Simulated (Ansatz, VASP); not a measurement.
# KTaO3: VASP beside Ansatz

File INCAR:

```
PREC = Accurate ; ENCUT = 520
EDIFF = 1E-8 ; ISMEAR = -1
SIGMA = 0.01 ; LREAL = False
LASPH = True ; NELM = 100
ALGO = Normal ; ISIF = 2
LWAVE = False ; LCHARG = False
GGA = PE ; LEFG = True
NBANDS = 27
```

File KPOINTS:

```
Automatic mesh
0
Gamma
  5 5 5
```

POSCAR

```
KTaO3
1.0
    3.9883000000     -0.0199415000     -0.0199415000
   -0.0199415000      3.9883000000     -0.0199415000
   -0.0199415000     -0.0199415000      3.9883000000
K Ta O
1 1 3
Direct
    0.5000000000      0.5000000000      0.5000000000
    0.0000000000      0.0000000000      0.0000000000
    0.5000000000      0.0000000000      0.0000000000
    0.0000000000      0.5000000000      0.0000000000
    0.0000000000      0.0000000000      0.5000000000
```

Input for Ansatz:

```yaml
crystal:
  lattice:
    - [3.9883, -0.0199415, -0.0199415]
    - [-0.0199415, 3.9883, -0.0199415]
    - [-0.0199415, -0.0199415, 3.9883]
  atoms:
    - { symbol: K, position: [0.5, 0.5, 0.5] }
    - { symbol: Ta, position: [0.0, 0.0, 0.0] }
    - { symbol: O, position: [0.5, 0.0, 0.0] }
    - { symbol: O, position: [0.0, 0.5, 0.0] }
    - { symbol: O, position: [0.0, 0.0, 0.5] }
kpoints:
  mp_grid: { grid: [5, 5, 5] }
scf:
  occupations: { method: fermi_dirac, width: 0.01 }
hamiltonian:
  xc: pbe
  pseudopotentials: { kind: all_electron, datasets: crystal }
output:
  forces: true
  stress: true
  eigenvalues: true
  efg: { contact_densities: true }
```

Change from the starting cell: equal xy, yz and zx shear strains of -1 %, crystal datasets.

Alike in both runs: task electric field gradients; functional PBE; k mesh 5 × 5 × 5; occupations fermi-dirac, width 0.01 eV; no spin polarisation.

|  | VASP | Ansatz |
| --- | --- | --- |
| version | VASP 6.6.1 | Ansatz 0.2.0 |
| potentials or method | VASP PAW PBE potentials, release 64 (K_sv, Ta_pv, O), cutoff 520 eV | all-electron PAW with datasets made for the crystal, scalar-relativistic |

VASP gave:

```
gap on the k mesh at the Fermi level (eV)                     : 2.25
pressure (GPa)                                                : 6.1
traceless stress, the component that is largest in VASP (GPa) : 1.01
size of Vzz on the site where it differs most (V/Å²)          : 22.8
```

Task: Estimate Ansatz's values.

Result: gap on the k mesh at the Fermi level (eV): 2.30; pressure (GPa): 5.5; traceless stress, the component that is largest in VASP (GPa): 1.01; size of Vzz on the site where it differs most (V/Å²): 25.3.

Ansatz ran all-electron here, and VASP with PAW potentials.

Neither program's run includes spin-orbit coupling.
